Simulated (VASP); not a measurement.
# Zn (P6_3/mmc) in VASP: notebook, part 2 of 2

VASP 6.6.1.

**3. Single point, PBE**

This run uses another cell than the first one, of 15.32 Å³/atom.

Input file INCAR:

```
PREC = Accurate
ENCUT = 500
EDIFF = 1E-6
ISMEAR = 0
SIGMA = 0.1
LREAL = False
LASPH = True
NELM = 120
ALGO = Normal
ISIF = 2
LWAVE = False
LCHARG = False
GGA = PE
NBANDS = 19
GGA_COMPAT = False
```

Input file KPOINTS:

```
regular mesh
0
Gamma
  18 18 10
```

Input file POSCAR:

```
Zn
1.0
    2.6350268501      0.0000000000      0.0000000000
   -1.3175134251      2.2820001918      0.0000000000
    0.0000000000      0.0000000000      5.0961452309
Zn
2
Direct
    0.3333333333      0.6666666667      0.2500000000
    0.6666666667      0.3333333333      0.7500000000
```

Potentials or basis: VASP PAW PBE potentials, release 64 (Zn).

Launch:

```sh
cat potpaw_PBE.64/Zn/POTCAR > POTCAR
mpirun -np 1 vasp_std > vasp.out
```

OUTCAR:

```text
PREC = Accurate
   ENCUT = 500
   EDIFF = 1E-6
   ISMEAR = 0
   LREAL = False
   LASPH = True
   NELM = 120
   ISIF = 2
   GGA = PE

 ion  position               nearest neighbor table
   1  0.333  0.667  0.250-   2 2.97   2 2.97   2 2.97   2 2.97   2 2.97   2 2.97
   2  0.667  0.333  0.750-   1 2.97   1 2.97   1 2.97   1 2.97   1 2.97   1 2.97

  LATTYP: Found a hexagonal cell.
 ALAT       =     2.6350268501
 C/A-ratio  =     1.9340012534

  Lattice vectors:

 A1 = (   2.6350268501,   0.0000000000,   0.0000000000)
 A2 = (  -1.3175134251,   2.2820001918,   0.0000000000)
 A3 = (   0.0000000000,   0.0000000000,   5.0961452309)

Analysis of symmetry for initial positions (statically):
=====================================================================
 Subroutine PRICEL returns:
 Original cell was already a primitive cell.

 Routine SETGRP: Setting up the symmetry group for a
 hexagonal supercell.

 Subroutine GETGRP returns: Found 24 space group operations
[... 156 lines left out ...]
   NGX =  9   NGY =  9   NGZ = 19

 number of electron      24.0000002 magnetization

 Free energy of the ion-electron system (eV)
  ---------------------------------------------------
  ext. energy  EPLUGINS =         0.00000000
  ---------------------------------------------------
  free energy    TOTEN  =        -2.22312539 eV

  energy without entropy =       -2.22157620  energy(sigma->0) =       -2.22235079

 E-fermi :   3.0159     XC(G=0): -11.5023

 val. band max:        2.9902894933   @ k =   0.3333   0.2222   0.3000
 cond. band min:       3.0446379369   @ k =   0.2778   0.2778   0.3000
 fundamental gap:      0.0543484436
 Fermi energy:         3.0158618948

 k-point     1 :       0.0000    0.0000    0.0000
  band No.  band energies     occupation
      1      -7.3011      2.00000
      2      -5.6187      2.00000
      3      -4.9079      2.00000
      4      -4.6358      2.00000
      5      -4.6358      2.00000
      6      -4.5958      2.00000
[... 505 lines left out ...]
      6      -4.4723      2.00000
[... 11 lines left out ...]
     18      16.0152      0.00000
     19      17.5717      0.00000

 [... further k-points ...]
[... 5 lines left out ...]
  --------------------------------------------------------------------------------------
  -------------------------------------------------------------------------------------
  Total        0.0832339      0.0832339      0.0195687     -0.0000000      0.0000000      0.0000000
  in kB        4.3517937      4.3517937      1.0231302     -0.0000000      0.0000000      0.0000000
  external PRESSURE =       3.2422392 kB  Pullay stress =       0.0000000 kB

 VOLUME and BASIS-vectors are now :
 -----------------------------------------------------------------------------
  energy-cutoff  :      500.00
  volume of cell :       30.64
      direct lattice vectors                 reciprocal lattice vectors
     2.635026850  0.000000000  0.000000000     0.379502774  0.219106029  0.000000000
    -1.317513425  2.282000192  0.000000000     0.000000000  0.438212058  0.000000000
     0.000000000  0.000000000  5.096145231     0.000000000  0.000000000  0.196226747

 POSITION                                       TOTAL-FORCE (eV/Angst)
 -----------------------------------------------------------------------------------
     -0.00000      1.52133      1.27404         0.000000     -0.000000      0.000000
      1.31751      0.76067      3.82211        -0.000000      0.000000      0.000000
 -----------------------------------------------------------------------------------
    total drift:                               -0.000000      0.000000      0.000000

  FREE ENERGIE OF THE ION-ELECTRON SYSTEM (eV)
  ---------------------------------------------------
  free  energy   TOTEN  =        -2.2231253892 eV

  energy  without entropy=       -2.2215761973  energy(sigma->0) =       -2.22235079
```

Run time: 34 s. Hardware: 1 thread of Intel Xeon 6975P-C (Granite Rapids), shared host; peak memory 0.21 GiB.

Results:

* Free energy: -2.2231 eV
* Pressure: 0.3 GPa
* Band gap on the k mesh: zero (bands 12 and 13 overlap by 5.26 eV)

**4. Single point, PBE**

This run uses another cell than the first one, of 15.34 Å³/atom.

Input file INCAR:

```
SYSTEM = Zn
ALGO = Normal
EDIFF = 1E-6
ENCUT = 500
GGA = PE
GGA_COMPAT = .FALSE.
ISIF = 2
ISMEAR = -1
LASPH = .TRUE.
LCHARG = .FALSE.
LREAL = .FALSE.
LWAVE = .FALSE.
NBANDS = 19
NELM = 120
PREC = Accurate
SIGMA = 0.15
```

Input file KPOINTS:

```
k-points
0
G
  18 18 10
  0 0 0
```

Input file POSCAR:

```
Zn
1.0
    2.6368218066      0.0000000000      0.0000000000
   -1.3184109033      2.2835546698      0.0000000000
    0.0000000000      0.0000000000      5.0944298457
Zn
2
Direct
    0.3333333333      0.6666666667      0.2500000000
    0.6666666667      0.3333333333      0.7500000000
```

Launch:

```sh
cat potpaw_PBE.64/Zn/POTCAR > POTCAR
mpirun -np 1 vasp_std > vasp.out
```

Run time: 35 s. Hardware: 1 thread of Intel Xeon 6975P-C (Granite Rapids), shared host; peak memory 0.21 GiB.

It converged, with:

- Free energy: -2.2345 eV
- Pressure: 0.3 GPa
- Band gap on the k mesh: zero (bands 12 and 13 overlap by 5.25 eV)

Stress tensor (GPa, compression positive):
```
0.43 0.00 0.00
0.00 0.43 0.00
0.00 0.00 0.10
```

Levels at points of the mesh, in eV from the Fermi level:
```csv
k point,band 8,band 9,band 10,band 11,band 12,band 13,band 14,band 15,band 16,band 17
"(0.00, 0.00, 0.00)",-7.24,-7.24,-7.07,-7.07,-3.73,-3.46,12.28,16.10,18.18,18.18
"(0.50, 0.00, 0.00)",-7.11,-6.86,-6.84,-2.65,-1.94,2.39,3.59,3.87,5.67,10.69
"(0.00, 0.00, 0.50)",-7.60,-7.14,-7.14,-7.14,-7.14,3.86,3.86,19.37,19.37,19.37
"(0.50, 0.00, 0.50)",-7.11,-6.85,-6.85,-1.75,-1.75,0.28,0.28,9.62,9.62,12.36
```

**5. The runs side by side**

| cell | k mesh | smearing | gap on the mesh (eV) | pressure (GPa) |
| --- | --- | --- | --- | --- |
| a = 2.614, b = 2.614, c = 4.873 Å, angles 90.0, 90.0, 120.0°, 2 atoms | 9 × 9 × 4 | gaussian 0.1 eV | none | 4.3 |
| a = 2.635, b = 2.635, c = 5.096 Å, angles 90.0, 90.0, 120.0°, 2 atoms | 18 × 18 × 10 | gaussian 0.1 eV | none | 0.3 |
| a = 2.637, b = 2.637, c = 5.094 Å, angles 90.0, 90.0, 120.0°, 2 atoms | 18 × 18 × 10 | fermi-dirac 0.15 eV | none | 0.3 |

Alike in all rows: task single point; level PBE; potentials or basis VASP PAW PBE potentials, release 64 (Zn); no spin polarisation; cutoff (eV) 500.

Caveats: the cell stands under pressure (at least some runs).

Absolute energies hang on the potentials; compare differences alone.

The gap in the log of VASP goes by the Fermi energy; the results here count the filled bands.